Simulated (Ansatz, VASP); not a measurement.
# ScIr in VASP and in Ansatz

```
CELL_PARAMETERS angstrom
3.16186 0.00000 0.00000
0.00000 3.16186 0.00000
0.00000 0.00000 3.16186
ATOMIC_POSITIONS crystal
Sc 0.50000 0.50000 0.50000
Ir 0.00000 0.00000 0.00000
```

Alike in both runs: functional LDA; k mesh 14 × 14 × 14; occupations fermi-dirac, width 0.08 eV; no spin polarisation.

Ansatz relaxed the structure, and its values are those at the end. VASP's run is a single point on that final structure, the one shown.

|  | VASP | Ansatz |
| --- | --- | --- |
| version | VASP 6.6.1 | Ansatz 0.2.0 |
| potentials or method | VASP PAW LDA potentials, release 64 (Sc_sv, Ir) | PAW with Ansatz's default frozen-core files, scalar-relativistic |
| plane-wave cutoff (eV) | 520 | 420 |
| valence electrons in the cell | 20 | 28 |

Ansatz gave:

| Item | Value |
| --- | --- |
| pressure (GPa) | 0.0 |

Estimate VASP's values.

pressure (GPa): 1.0.

LDA's correlation is that of Perdew and Zunger in VASP and of Perdew and Wang (1992) in Ansatz. VASP's potentials hold 20 valence electrons a cell and Ansatz's 28, so a difference there can come from the potentials and not from the codes.

Neither program's run includes spin-orbit coupling.
